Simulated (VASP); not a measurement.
Crystal: AlN.

```xyz
2
Lattice="0.0000 2.0345 2.0345 2.0345 0.0000 2.0345 2.0345 2.0345 0.0000" Properties=species:S:1:pos:R:3 pbc="T T T"
Al    2.0345    2.0345    2.0345
N     0.0000    0.0000    0.0000
```

* Program: VASP 6.6.1
* Task: relaxation of cell and atoms
* Functional: PBEsol
* Dispersion: D3(BJ)
* Potentials or basis: VASP PAW PBE potentials, release 64 (Al, N)
* Cutoff: 600 eV
* k mesh: 11 × 11 × 11
* Occupations: fermi-dirac, width 0.05 eV
* Spin: no spin polarisation

At the start: pressure -10.1 GPa; volume 8.42 Å³/atom.

Problem. Where does the relaxation end?

Solution. Over 3 steps the energy falls by 10.8 meV/atom and the volume is 8.09 Å³/atom (-3.9 %); space group Fm-3m (No. 225, to 0.05 Å).

Step by step:
| step | energy change (eV) | largest force (eV/Å) | pressure (GPa) | volume (Å³) |
| --- | --- | --- | --- | --- |
| 1 | 0.0000 | 0.0000 | -10.14 | 16.84 |
| 2 | -0.0006 | 0.0000 | 11.44 | 15.58 |
| 3 | -0.0215 | 0.0000 | -0.08 | 16.19 |

Final structure:
```
CELL_PARAMETERS angstrom
0.00000 2.00781 2.00781
2.00781 0.00000 2.00781
2.00781 2.00781 0.00000
ATOMIC_POSITIONS crystal
Al 0.50000 0.50000 0.50000
N 0.00000 0.00000 0.00000
```

Caveat: the PAW data sets were made with another functional, which shifts forces and pressure a little.
